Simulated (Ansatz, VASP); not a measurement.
## Two plane-wave programs on Bi

File INCAR:

```
  ALGO = Normal
  DIPOL = 0.5 0.5 0.500
  EDIFF = 1E-6
  ENCUT = 520
  GGA = PE
  IDIPOL = 3
  ISIF = 2
  ISMEAR = 0
  LASPH = T
  LCHARG = F
  LDIPOL = T
  LREAL = F
  LWAVE = F
  NBANDS = 22
  NELM = 80
  PREC = Accurate
  SIGMA = 0.02
```

The input KPOINTS:

```
k-points
0
Gamma
  9 9 1
```

POSCAR

```
Bi
1.0
    4.1400000000      0.0000000000      0.0000000000
   -2.0700000000      3.5853451717      0.0000000000
    0.0000000000      0.0000000000     28.0000000000
Bi
2
Direct
    0.3333333333      0.6666666667      0.5462142857
    0.6666666667      0.3333333333      0.4537857143
```

Input for Ansatz:

```yaml
crystal:
  lattice:
    - [4.14, 0.0, 0.0]
    - [-2.07, 3.5853451717, 0.0]
    - [0.0, 0.0, 28.0]
  atoms:
    - { symbol: Bi, position: [0.3333333333, 0.6666666667, 0.5462142857] }
    - { symbol: Bi, position: [0.6666666667, 0.3333333333, 0.4537857143] }
  periodic: [true, true, false]
basis:
  ecutwfc: 420
kpoints:
  mp_grid: { grid: [9, 9, 1] }
hamiltonian:
  xc: pbe
scf:
  occupations: { method: gaussian, width: 0.02 }
output:
  forces: true
  stress: true
  eigenvalues: true
```

Alike in both runs: task single point; functional PBE; k mesh 9 × 9 × 1; occupations gaussian, width 0.02 eV; no spin polarisation.

```csv
,VASP,Ansatz
version,VASP 6.6.1,Ansatz 0.2.0
potentials or method,"VASP PAW PBE potentials, release 64 (Bi_d), cutoff 520 eV","scalar-relativistic, plane waves, PAW"
valence electrons in the cell,30,30
```

```csv
,VASP,Ansatz,Ansatz less VASP
gap on the k mesh at the Fermi level (eV),none,none,-
rms of the force components (eV/Å),0.887,0.887,-0.0003
```

Atom by atom the forces differ by 0.000 eV/Å (rms over components). A gap of «none» marks a metal or a gap that the smearing closes.

Spin-orbit coupling is off throughout.
